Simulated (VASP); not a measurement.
# MgO (P-4m2) in VASP: a series of runs, part 3 of 3

VASP 6.6.1.

## Step 4: Single point, LDA (atoms displaced along a vibrational mode)

INCAR reads:

```
ALGO     = Normal         # electronic algorithm
EDIFF    = 1E-7           # SCF threshold, eV
ENCUT    = 520            # plane-wave cutoff, eV
ISIF     = 2              # what is computed and relaxed
ISMEAR   = 0              # smearing method
LASPH    = True           # aspherical terms in the spheres
LCHARG   = True           # write CHGCAR
LELF     = True           # ELF
LREAL    = False          # projectors in reciprocal space
LVHAR    = True         
LWAVE    = False          # write WAVECAR
NBANDS   = 36             # bands
NELM     = 100            # most SCF steps
PREC     = Accurate       # precision mode
SIGMA    = 0.05           # smearing width, eV
```

KPOINTS reads:

```
k-points
0
Gamma
  4 4 4
```

POSCAR reads:

```
MgO
1.0
    5.5230736673      0.0000000000      0.0000000000
    0.0000000000      5.5230736673      0.0000000000
    0.0000000000      0.0000000000      5.5230736673
Mg O
6 6
Direct
    0.2500000000     -0.0159603595      0.5000000000
    0.0000000000      0.5159603595      0.2500000000
    0.5000000000      0.7500000000      0.0000000000
    0.7500000000     -0.0159603595      0.5000000000
    0.0000000000      0.5159603595      0.7500000000
    0.5000000000      0.2500000000      0.0000000000
    0.2500000000      0.4759561097      0.0000000000
    0.5000000000      0.0240438903      0.2500000000
    0.0000000000      0.7500000000      0.5000000000
    0.7500000000      0.4759561097      0.0000000000
    0.5000000000      0.0240438903      0.7500000000
    0.0000000000      0.2500000000      0.5000000000
```

Run with:

```
$ cat potpaw_LDA.64/Mg/POTCAR potpaw_LDA.64/O/POTCAR > POTCAR
$ mpirun -np 1 vasp_std > vasp.out
```

It took 2.7 min on 1 thread of Intel Xeon 8259CL, shared host; peak memory 0.26 GiB.

It converged, with:

| Property | Result |
| --- | --- |
| Free energy | -76.5025 eV |
| Pressure | 0.0 GPa |
| Largest force | 2.238 eV/Å |
| Band gap on the k mesh | 2.55 eV (least direct gap 2.58 eV) |

Forces in eV/Å, atoms in the order of the input:
```
Mg   0.231  1.948  0.000
Mg   0.000 -1.948 -0.231
Mg   0.000  0.000  0.000
Mg  -0.231  1.948  0.000
Mg   0.000 -1.948  0.231
Mg   0.000  0.000  0.000
O   -0.446  2.193  0.000
O    0.000 -2.193  0.446
O    0.000  0.000  0.000
O    0.446  2.193  0.000
O    0.000 -2.193 -0.446
O    0.000  0.000  0.000
```

Stress tensor (GPa, compression positive):
```
 0.36  0.00  0.00
 0.00 -0.71  0.00
 0.00  0.00  0.36
```

Levels at points of the mesh, in eV from the valence-band top:
| k point | band 20 | band 21 | band 22 | band 23 | band 24 | band 25 | band 26 | band 27 | band 28 | band 29 |
| --- | --- | --- | --- | --- | --- | --- | --- | --- | --- | --- |
| (0.00, 0.00, 0.00) | -0.37 | -0.37 | -0.05 | -0.05 | -0.03 | 2.55 | 5.48 | 7.49 | 7.49 | 7.90 |
| (0.50, 0.00, 0.00) | -0.85 | -0.48 | -0.23 | -0.07 | -0.02 | 4.36 | 4.42 | 7.33 | 7.33 | 7.38 |
| (0.00, 0.50, 0.00) | -0.88 | -0.37 | -0.37 | -0.06 | -0.06 | 4.12 | 4.90 | 6.96 | 7.39 | 7.39 |
| (0.50, 0.50, 0.00) | -0.88 | -0.75 | -0.47 | -0.16 | -0.06 | 4.80 | 5.25 | 6.29 | 6.78 | 7.47 |
| (0.50, 0.00, 0.50) | -0.95 | -0.63 | -0.27 | -0.27 | 0.00 | 5.31 | 5.31 | 5.34 | 6.29 | 8.56 |
| (0.50, 0.50, 0.50) | -0.93 | -0.93 | -0.83 | -0.39 | -0.39 | 5.65 | 5.65 | 6.45 | 6.58 | 7.73 |

Caveat: the cell differs from its parent crystal (atoms displaced along a vibrational mode); forces of over 1 eV/Å act on the atoms, so gaps and moduli don't describe the material at rest. A k mesh can miss the band edges.

## Step 5: Single point, LDA (atoms displaced along a vibrational mode)

INCAR reads:

```
SYSTEM = MgO
PREC     = Accurate       ! precision mode
ENCUT    = 520            ! plane-wave cutoff, eV
EDIFF    = 1E-7           ! SCF threshold, eV
ISMEAR   = 0              ! smearing method
SIGMA    = 0.05           ! smearing width, eV
LREAL    = .FALSE.        ! projectors in reciprocal space
LASPH    = .TRUE.         ! aspherical terms in the spheres
NELM     = 100            ! most SCF steps
ALGO     = Normal         ! electronic algorithm
ISIF     = 2              ! what is computed and relaxed
LWAVE    = .FALSE.        ! write WAVECAR
LCHARG   = .FALSE.        ! write CHGCAR
GGA      = CA             ! functional
NBANDS   = 36             ! bands
```

KPOINTS reads:

```
Automatic mesh
0
G
  4 4 4
  0 0 0
```

POSCAR reads:

```
MgO
1.0
    5.5230736673      0.0000000000      0.0000000000
    0.0000000000      5.5230736673      0.0000000000
    0.0000000000      0.0000000000      5.5230736673
Mg O
6 6
Direct
    0.2500000000      0.0003168962      0.5000000000
    0.0000000000      0.4996831038      0.2500000000
    0.5000000000      0.7500000000      0.0000000000
    0.7500000000      0.0003168962      0.5000000000
    0.0000000000      0.4996831038      0.7500000000
    0.5000000000      0.2500000000      0.0000000000
    0.2500000000      0.5362151813      0.0000000000
    0.5000000000     -0.0362151813      0.2500000000
    0.0000000000      0.7500000000      0.5000000000
    0.7500000000      0.5362151813      0.0000000000
    0.5000000000     -0.0362151813      0.7500000000
    0.0000000000      0.2500000000      0.5000000000
```

Run with:

```
$ cat potpaw_LDA.64/Mg/POTCAR potpaw_LDA.64/O/POTCAR > POTCAR
$ mpirun -np 1 vasp_std > vasp.out
```

Wall time 3.4 min (1 thread of Intel Xeon 8259CL, shared host); peak memory 0.25 GiB.

Results (log left out):

* Free energy: -76.3164 eV
* Pressure: 0.7 GPa
* Largest force: 2.922 eV/Å
* Band gap on the k mesh: 2.61 eV

Forces on the atoms (eV/Å):
```
Mg   0.067 -0.851  0.000
Mg   0.000  0.851 -0.067
Mg   0.000  0.000  0.000
Mg  -0.067 -0.851  0.000
Mg   0.000  0.851  0.067
Mg   0.000  0.000  0.000
O   -0.863 -2.791  0.000
O    0.000  2.791  0.863
O    0.000  0.000  0.000
O    0.863 -2.791  0.000
O    0.000  2.791 -0.863
O    0.000  0.000  0.000
```

Stress tensor (GPa, compression positive):
```
1.04 0.00 0.00
0.00 0.06 0.00
0.00 0.00 1.04
```

Levels at points of the mesh, in eV from the valence-band top:
| k point | band 20 | band 21 | band 22 | band 23 | band 24 | band 25 | band 26 | band 27 | band 28 | band 29 |
| --- | --- | --- | --- | --- | --- | --- | --- | --- | --- | --- |
| (0.00, 0.00, 0.00) | -0.67 | -0.63 | -0.07 | 0.00 | 0.00 | 2.61 | 5.61 | 7.50 | 7.50 | 7.89 |
| (0.50, 0.00, 0.00) | -0.78 | -0.67 | -0.50 | -0.06 | -0.01 | 4.43 | 4.45 | 7.32 | 7.37 | 7.47 |
| (0.00, 0.50, 0.00) | -0.85 | -0.55 | -0.55 | 0.00 | 0.00 | 4.22 | 4.93 | 7.12 | 7.41 | 7.41 |
| (0.50, 0.50, 0.00) | -0.79 | -0.68 | -0.63 | -0.40 | 0.00 | 4.85 | 5.34 | 6.41 | 6.68 | 7.44 |
| (0.50, 0.00, 0.50) | -0.82 | -0.54 | -0.54 | -0.53 | -0.06 | 5.27 | 5.38 | 5.38 | 6.40 | 8.65 |
| (0.50, 0.50, 0.50) | -0.89 | -0.83 | -0.83 | -0.69 | -0.69 | 5.73 | 5.73 | 6.33 | 6.70 | 7.78 |

Caveat: the cell differs from its parent crystal (atoms displaced along a vibrational mode); forces of over 1 eV/Å act on the atoms, so gaps and moduli don't describe the material at rest.

## Step 6: Single point, LDA (atoms displaced along a vibrational mode)

INCAR reads:

```
  PREC = Accurate
  ENCUT = 520
  EDIFF = 1E-6
  ISMEAR = 0
  SIGMA = 0.05
  LREAL = F
  LASPH = T
  NELM = 80
  ALGO = Normal
  ISIF = 2
  LWAVE = F
  LCHARG = F
  GGA = CA
  NBANDS = 36
```

KPOINTS reads:

```
Automatic mesh
0
Gamma
  4 4 4
```

POSCAR reads:

```
MgO
1.0
    5.5230736673      0.0000000000      0.0000000000
    0.0000000000      5.5230736673      0.0000000000
    0.0000000000      0.0000000000      5.5230736673
Mg O
6 6
Direct
    0.2500000000     -0.0103655963      0.5000000000
    0.0000000000      0.5103655963      0.2500000000
    0.5000000000      0.7500000000      0.0000000000
    0.7500000000     -0.0103655963      0.5000000000
    0.0000000000      0.5103655963      0.7500000000
    0.5000000000      0.2500000000      0.0000000000
    0.2500000000      0.5153572303      0.0000000000
    0.5000000000     -0.0153572303      0.2500000000
    0.0000000000      0.7500000000      0.5000000000
    0.7500000000      0.5153572303      0.0000000000
    0.5000000000     -0.0153572303      0.7500000000
    0.0000000000      0.2500000000      0.5000000000
```

Potentials or basis: VASP PAW LDA potentials, release 64 (Mg, O).

Run with:

```
$ cat potpaw_LDA.64/Mg/POTCAR potpaw_LDA.64/O/POTCAR > POTCAR
$ mpirun -np 1 vasp_std > vasp.out
```

It took 2.8 min on 1 thread of Intel Xeon 8259CL, shared host; peak memory 0.26 GiB.

It converged, with:

```
Free energy            : -77.2049 eV
Pressure               : -0.3 GPa
Largest force          : 0.939 eV/Å
Band gap on the k mesh : 2.83 eV
```

Forces in eV/Å, atoms in the order of the input:
```
Mg   0.072  0.562  0.000
Mg   0.000 -0.562 -0.072
Mg   0.000  0.000  0.000
Mg  -0.072  0.562  0.000
Mg   0.000 -0.562  0.072
Mg   0.000  0.000  0.000
O   -0.139 -0.928  0.000
O    0.000  0.928  0.139
O    0.000  0.000  0.000
O    0.139 -0.928  0.000
O    0.000  0.928 -0.139
O    0.000  0.000  0.000
```

Levels at points of the mesh, in eV from the valence-band top:
| k point | band 21 | band 22 | band 23 | band 24 | band 25 | band 26 | band 27 | band 28 |
| --- | --- | --- | --- | --- | --- | --- | --- | --- |
| (0.00, 0.00, 0.00) | -0.60 | -0.01 | -0.01 | 0.00 | 2.83 | 5.82 | 7.99 | 7.99 |
| (0.50, 0.00, 0.00) | -0.63 | -0.61 | -0.01 | 0.00 | 4.76 | 4.77 | 7.57 | 7.58 |
| (0.00, 0.50, 0.00) | -0.63 | -0.63 | -0.01 | -0.01 | 4.74 | 4.80 | 7.53 | 7.64 |
| (0.50, 0.50, 0.00) | -0.70 | -0.62 | -0.43 | -0.01 | 5.58 | 5.73 | 5.94 | 6.78 |
| (0.50, 0.00, 0.50) | -0.56 | -0.56 | -0.49 | 0.00 | 5.72 | 5.73 | 5.73 | 6.81 |
| (0.50, 0.50, 0.50) | -0.87 | -0.87 | -0.80 | -0.80 | 6.26 | 6.26 | 7.21 | 7.37 |

Caveat: the cell differs from its parent crystal (atoms displaced along a vibrational mode).

## Step 7: The runs side by side

```csv
cell,gap on the mesh (eV),pressure (GPa),largest force (eV/Å)
"as given, atomic positions A",2.76,0.1,1.90
"as given, atomic positions B",2.70,-0.4,1.62
"as given, atomic positions C",2.55,0.0,2.24
"as given, atomic positions D",2.61,0.7,2.92
"as given, atomic positions E",2.83,-0.3,0.94
```

Alike in all rows: task single point; level LDA; potentials or basis VASP PAW LDA potentials, release 64 (Mg, O); no spin polarisation; k mesh 4 × 4 × 4; cutoff (eV) 520; smearing gaussian 0.05 eV.

Caveats: forces of over 1 eV/Å act on the atoms, so gaps and moduli don't describe the material at rest (at least some runs).

Total energies depend on the potentials used, so only differences within one code and one set of settings carry meaning.
